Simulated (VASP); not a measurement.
SiC (Moissanite 3C), 2 atoms in the cell. Symmetry: F-43m, No. 216, cubic system. The conventional cell has a = 4.358 Å, b = 4.358 Å, c = 4.358 Å, α = 90.00°, β = 90.00°, γ = 90.00°. Within 2.5 Å of Si (site symmetry -43m) lie 4 C at 1.89 Å. C (site symmetry -43m) has 4 Si at 1.89 Å within 2.5 Å. 

| Property | Result |
| --- | --- |
| Program | VASP 6.6.1 |
| Task | single point |
| Functional | LDA |
| Potentials or basis | VASP PAW LDA potentials, release 64 (Si, C) |
| Cutoff | 520 eV |
| k mesh | 8 × 8 × 8 |
| Occupations | gaussian, width 0.01 eV |
| Spin | no spin polarisation |
| Dipole correction | no |
| Further INCAR settings | ALGO = Normal; EDIFF = 1e-07; NBANDS = 11 |

Potentials or basis: VASP PAW LDA potentials, release 64 (Si, C).

Run with:

```sh
$ cat potpaw_LDA.64/Si/POTCAR potpaw_LDA.64/C/POTCAR > POTCAR
$ mpirun -np 1 vasp_std > vasp.out
```

Hardware: 1 thread of Intel(R) Xeon(R) Platinum 8488C (Sapphire Rapids), on a shared host.

How long does it take, and how much memory?

It took 3.4 s on 1 thread of Intel(R) Xeon(R) Platinum 8488C (Sapphire Rapids), on a shared host, peak memory 0.12 GiB. Counts: scf iterations 13, k points 29.
